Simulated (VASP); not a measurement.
# Zn (Fm-3m) in VASP: notebook

Zn is run at these levels: PBEsol; tasks: relaxation of cell and atoms.

All numbers are computed with VASP 6.6.1; they aren't measurements. Logs are shortened: lines on timing, memory, paths and dates and some standing lists are left out, and cuts for length are marked.

## Step 1: The cell of the first run

The structure is cubic, space group Fm-3m (No. 225). The conventional cell has a = 3.930 Å, b = 3.930 Å, c = 3.930 Å, α = 90.00°, β = 90.00°, γ = 90.00°. Zn (site symmetry m-3m) has 12 Zn at 2.78 Å within 3.7 Å.

## Step 2: Relaxation of cell and atoms, PBEsol, target pressure 10 GPa, at which the enthalpy is minimised

File INCAR:

```
SYSTEM = Zn
  PREC = Accurate
  ENCUT = 600
  EDIFF = 1E-6
  ISMEAR = -1
  SIGMA = 0.05
  LREAL = .FALSE.
  LASPH = .TRUE.
  NELM = 60
  ALGO = Normal
  ISIF = 3
  LWAVE = .FALSE.
  LCHARG = .FALSE.
  GGA = PS
  IBRION = 2
  NSW = 60
  EDIFFG = -0.01
  PSTRESS = 100.0
```

File KPOINTS:

```
Automatic mesh
0
G
  12 12 12
  0 0 0
```

File POSCAR:

```
Zn
1.0
    0.0000000000      1.9647760000      1.9647760000
    1.9647760000      0.0000000000      1.9647760000
    1.9647760000      1.9647760000      0.0000000000
Zn
1
Direct
    0.0000000000      0.0000000000      0.0000000000
```

Potentials or basis: VASP PAW PBE potentials, release 64 (Zn).

The run is started by

```console
$ cat potpaw_PBE.64/Zn/POTCAR > POTCAR
$ mpirun -np 1 vasp_std > vasp.out
```

OUTCAR:

```text
SYSTEM = Zn
   PREC = Accurate
   ENCUT = 600
   EDIFF = 1E-6
   ISMEAR = -1
   LREAL = .FALSE.
   LASPH = .TRUE.
   NELM = 60
   ISIF = 3
   GGA = PS
   IBRION = 2
   NSW = 60
   EDIFFG = -0.01
   PSTRESS = 100.0

 ion  position               nearest neighbor table
   1  0.000  0.000  0.000-

  LATTYP: Found a face centered cubic cell.
 ALAT       =     3.9295520000

  Lattice vectors:

 A1 = (   0.0000000000,   1.9647760000,   1.9647760000)
 A2 = (   1.9647760000,   0.0000000000,   1.9647760000)
 A3 = (   1.9647760000,   1.9647760000,   0.0000000000)

Analysis of symmetry for initial positions (statically):
=====================================================================
 Subroutine PRICEL returns:
 Original cell was already a primitive cell.

 Routine SETGRP: Setting up the symmetry group for a
 face centered cubic supercell.

 Subroutine GETGRP returns: Found 48 space group operations
 (whereof 48 operations were pure point group operations)
 out of a pool of 48 trial point group operations.

The static configuration has the point symmetry O_h .

Analysis of symmetry for dynamics (positions and initial velocities):
=====================================================================
 Subroutine PRICEL returns:
 Original cell was already a primitive cell.

 Routine SETGRP: Setting up the symmetry group for a
 face centered cubic supercell.

 Subroutine GETGRP returns: Found 48 space group operations
 (whereof 48 operations were pure point group operations)
 out of a pool of 48 trial point group operations.

The dynamic configuration has the point symmetry O_h .

 Subroutine INISYM returns: Found 48 space group operations
 (whereof 48 operations are pure point group operations),
 and found     1 'primitive' translations

----------------------------------------------------------------------------------------

                                     Primitive cell

  volume of cell :      15.1694

  direct lattice vectors                    reciprocal lattice vectors
     0.000000000  1.964776000  1.964776000    -0.254481936  0.254481936  0.254481936
     1.964776000  0.000000000  1.964776000     0.254481936 -0.254481936  0.254481936
     1.964776000  1.964776000  0.000000000     0.254481936  0.254481936 -0.254481936

  length of vectors
     2.778612866  2.778612866  2.778612866     0.440775643  0.440775643  0.440775643

  position of ions in fractional coordinates (direct lattice)
     0.000000000  0.000000000  0.000000000

  ion indices of the primitive-cell ions
   primitive index   ion index
                 1           1

----------------------------------------------------------------------------------------

 KPOINTS: Automatic mesh

Automatic generation of k-mesh.
 Grid dimensions read from file:
 generate k-points for:   12   12   12

 Generating k-lattice:

  Cartesian coordinates                     Fractional coordinates (reciprocal lattice)
    -0.021206828  0.021206828  0.021206828     0.083333333  0.000000000  0.000000000
     0.021206828 -0.021206828  0.021206828     0.000000000  0.083333333  0.000000000
     0.021206828  0.021206828 -0.021206828     0.000000000  0.000000000  0.083333333

  Length of vectors
     0.036731304  0.036731304  0.036731304

  Shift w.r.t. Gamma in fractional coordinates (k-lattice)
     0.000000000  0.000000000  0.000000000

 Subroutine IBZKPT returns following result:
 ===========================================

 Found     72 irreducible k-points:

 Following reciprocal coordinates:
            Coordinates               Weight
  0.000000  0.000000  0.000000      1.000000
  0.083333  0.000000  0.000000      8.000000
  0.166667  0.000000  0.000000      8.000000
  0.250000  0.000000  0.000000      8.000000
  0.333333  0.000000  0.000000      8.000000
  0.416667  0.000000  0.000000      8.000000
[... 16 lines left out ...]
  0.500000  0.166667  0.000000     24.000000
 -0.416667  0.166667  0.000000     24.000000
 [... further k-points ...]
   k-points           NKPTS =     72   k-points in BZ     NKDIM =     72   number of bands    NBANDS=     10
   number of dos      NEDOS =    301   number of ions     NIONS =      1
   total plane-waves  NPLWV =  13824
   dimension x,y,z NGX =    24 NGY =   24 NGZ =   24
   dimension x,y,z NGXF=    48 NGYF=   48 NGZF=   48
   ions per type =               1
   NGX,Y,Z   is equivalent  to a cutoff of  14.36, 14.36, 14.36 a.u.
   NGXF,Y,Z  is equivalent  to a cutoff of  28.72, 28.72, 28.72 a.u.
 SYSTEM =  Zn
   PREC   = accura    normal or accurate (medium, high low for compatibility)
   ISTART =      0    job   : 0-new  1-cont  2-samecut
   ICHARG =      2    charge: 1-file 2-atom 10-const
   ISPIN  =      1    spin polarized calculation?
   LNONCOLLINEAR =      F non collinear calculations
   LSORBIT =      F    spin-orbit coupling
   LASPH  =      T    aspherical Exc in radial PAW
   ENCUT  =  600.0 eV  44.10 Ry    6.64 a.u.   5.55  5.55  5.55*2*pi/ulx,y,z
   NELM   =     60;   NELMIN=  2; NELMDL= -5     # of ELM steps
   EDIFF  = 0.1E-05   stopping-criterion for ELM
   LREAL  =      F    real-space projection
   EDIFFG = -.1E-01   stopping-criterion for IOM
   NSW    =     60    number of steps for IOM
   IBRION =      2    ionic relax: 0-MD 1-quasi-New 2-CG
   NFREE  =      1    steps in history (QN), initial steepest desc. (CG)
   ISIF   =      3    stress and relaxation
   ISYM   =      2    0-nonsym 1-usesym 2-fastsym
   POTIM  = 0.5000    time-step for ionic-motion
   TEBEG  =    0.0;   TEEND  =   0.0 temperature during run
   PSTRESS=  100.0 pullay stress
   NELECT =      12.0000    total number of electrons
   NUPDOWN=      -1.0000    fix difference up-down
   EMIN   =  10.00;   EMAX   =-10.00  energy-range for DOS
   EFERMI =   0.00;   METHOD = LEGACY
   ISMEAR =    -1;   SIGMA  =   0.05  broadening in eV -4-tet -1-fermi 0-gaus
   EFERMI_NEDOS =   21; number of points for ismear=-14 and -15
   IALGO  =     38    algorithm
   IMIX   =      4    mixing-type and parameters
     AMIX     =   0.40;   BMIX     =  1.00
     AMIX_MAG =   1.60;   BMIX_MAG =  1.00
  volume/ion in A,a.u.               =      15.17       102.37
  Fermi-wavevector in a.u.,A,eV,Ry     =   1.514069  2.861175 31.190044  2.292404
  Thomas-Fermi vector in A             =   2.623775
   LORBIT       =      0    0 simple, 1 ext, 2 COOP (PROOUT), +10 PAW based schemes
   GGA     = PS    functional components
   LHFCALC =     F    Hartree Fock is set to
   AEXX    =    0.0000 exact exchange contribution
   IVDW    =     0    specifies the selected vdW correction
   LEPSILON=     F    determine dielectric tensor
   LRPA    =     F    only Hartree local field effects (RPA)
 conjugate gradient relaxation of ions
 non-spin polarized calculation
  energy-cutoff  :      600.00
  volume of cell :       15.17
 maximum number of plane-waves:       532
 NGX is ok and might be reduce to    24
   NGX = 11   NGY = 11   NGZ = 11

--------------------------------------- Ionic step        1  -------------------------------------------

 number of electron      12.0000008 magnetization

 Free energy of the ion-electron system (eV)
  ---------------------------------------------------
  ext. energy  EPLUGINS =         0.00000000
  ---------------------------------------------------
  free energy    TOTEN  =        -1.53679929 eV

  energy without entropy =       -1.53344436  energy(sigma->0) =       -1.53512182

------------------------ aborting loop because EDIFF is reached ----------------------------------------

  FORCE on cell =-STRESS in cart. coord.  units (eV):
  Direction    XX          YY          ZZ          XY          YZ          ZX
  --------------------------------------------------------------------------------------
  -------------------------------------------------------------------------------------
  Total       -0.4659501     -0.4659501     -0.4659501     -0.0000000      0.0000000     -0.0000000
  in kB      -49.2131162    -49.2131162    -49.2131162     -0.0000000      0.0000000     -0.0000000
  external PRESSURE =    -149.2131162 kB  Pullay stress =     100.0000000 kB

 VOLUME and BASIS-vectors are now :
 -----------------------------------------------------------------------------
  energy-cutoff  :      600.00
  volume of cell :       15.17
      direct lattice vectors                 reciprocal lattice vectors
     0.000000000  1.964776000  1.964776000    -0.254481936  0.254481936  0.254481936
     1.964776000  0.000000000  1.964776000     0.254481936 -0.254481936  0.254481936
     1.964776000  1.964776000  0.000000000     0.254481936  0.254481936 -0.254481936
[... 44 lines left out ...]
  FREE ENERGIE OF THE ION-ELECTRON SYSTEM (eV)
  ---------------------------------------------------
  free  energy   TOTEN  =        -1.4607435036 eV

  energy  without entropy=       -1.4592516410  energy(sigma->0) =       -1.45999757

  enthalpy is  TOTEN    =        -0.6946358517 eV   P V=        0.7661076519

--------------------------------------- Ionic step        3  -------------------------------------------

 number of electron      12.0000005 magnetization

 Free energy of the ion-electron system (eV)
  ---------------------------------------------------
  ext. energy  EPLUGINS =         0.00000000
  ---------------------------------------------------
  free energy    TOTEN  =        -1.51916809 eV

  energy without entropy =       -1.51754665  energy(sigma->0) =       -1.51835737

 E-fermi :   4.1478     XC(G=0): -12.5880

 val. band max:        4.1334602658   @ k =  -0.4167   0.2500   0.0000
 cond. band min:       4.3038752649   @ k =  -0.4167   0.0833   0.0000
 fundamental gap:      0.1704149992
 Fermi energy:         4.1478052110

 k-point     1 :       0.0000    0.0000    0.0000
  band No.  band energies     occupation
      1      -7.5960      2.00000
      2      -3.9482      2.00000
      3      -3.9482      2.00000
      4      -3.9482      2.00000
      5      -3.4323      2.00000
      6      -3.4323      2.00000
      7      24.2633      0.00000
      8      24.6700      0.00000
      9      24.6700      0.00000
     10      24.6700      0.00000

 k-point     2 :       0.0833    0.0000    0.0000
  band No.  band energies     occupation
      1      -7.3624      2.00000
      2      -3.9729      2.00000
      3      -3.9174      2.00000
      4      -3.9174      2.00000
      5      -3.4413      2.00000
      6      -3.4413      2.00000
      7      20.9515      0.00000
      8      23.9211      0.00000
      9      23.9211      0.00000
     10      24.3125      0.00000
[... 274 lines left out ...]
 k-point    24 :      -0.4167    0.1667    0.0000
  band No.  band energies     occupation
      1      -4.6883      2.00000
      2      -4.0842      2.00000
      3      -3.7662      2.00000
      4      -3.5414      2.00000
      5      -3.1170      2.00000
      6       1.4532      2.00000
      7       3.9318      1.97373
      8      14.6001      0.00000
      9      18.7188      0.00000
     10      20.9913      0.00000

 [... further k-points ...]
[... 5 lines left out ...]
  --------------------------------------------------------------------------------------
  -------------------------------------------------------------------------------------
  Total        0.8039690      0.8039690      0.8039690      0.0000000      0.0000000      0.0000000
  in kB       99.5069584     99.5069584     99.5069584      0.0000000      0.0000000      0.0000000
  external PRESSURE =      -0.4930416 kB  Pullay stress =     100.0000000 kB

 VOLUME and BASIS-vectors are now :
 -----------------------------------------------------------------------------
  energy-cutoff  :      600.00
  volume of cell :       12.94
      direct lattice vectors                 reciprocal lattice vectors
    -0.000000000  1.863611906  1.863611906    -0.268296204  0.268296204  0.268296204
     1.863611906 -0.000000000  1.863611906     0.268296204 -0.268296204  0.268296204
     1.863611906  1.863611906 -0.000000000     0.268296204  0.268296204 -0.268296204

 POSITION                                       TOTAL-FORCE (eV/Angst)
 -----------------------------------------------------------------------------------
      0.00000      0.00000      0.00000         0.000000      0.000000     -0.000000
 -----------------------------------------------------------------------------------
    total drift:                               -0.000000      0.000000     -0.000000

  FREE ENERGIE OF THE ION-ELECTRON SYSTEM (eV)
  ---------------------------------------------------
  free  energy   TOTEN  =        -1.5191680943 eV

  energy  without entropy=       -1.5175466486  energy(sigma->0) =       -1.51835737

  enthalpy is  TOTEN    =        -0.7112155704 eV   P V=        0.8079525240

 reached required accuracy - stopping structural energy minimisation
```

Run time: 21 s. Hardware: 1 thread of Intel Xeon Platinum 8259CL at 2.50GHz (Skylake/Cascade Lake), shared host; peak memory 0.15 GiB.

Results:

```
Free energy                                            : -1.5192 eV
Relaxed volume                                         : 12.94 Å³/atom
Relaxed cell                                           : a = 2.636 Å, b = 2.636 Å, c = 2.636 Å, α = 60.00°, β = 60.00°, γ = 60.00°
Space group after relaxing (to 0.05 Å)                 : Fm-3m (No. 225)
Energy change on relaxing (the enthalpy is what falls) : +17.6 meV/atom
Ionic steps                                            : 3
Pressure after relaxing                                : 10.0 GPa
Band gap on the k mesh                                 : zero (band 6 reaches 6.48 eV, above the bottom of band 7 at 3.03 eV)
```

Step by step:
| step | energy change (eV) | largest force (eV/Å) | pressure (GPa) | volume (Å³) |
| --- | --- | --- | --- | --- |
| 1 | 0.0000 | 0.0000 | -4.92 | 15.17 |
| 2 | 0.0761 | 0.0000 | 18.41 | 12.27 |
| 3 | 0.0176 | 0.0000 | 9.95 | 12.94 |

Final structure:
```
Zn
1.0
     0.00000    1.86361    1.86361
     1.86361    0.00000    1.86361
     1.86361    1.86361    0.00000
Zn
1
Cartesian
  0.0000 0.0000 0.0000
```

Caveat: the cell is relaxed towards a set pressure, so the enthalpy falls and the energy may rise; the PAW data sets were made with another functional, which shifts forces and pressure a little.

(Part 1 of 2 ends here.)
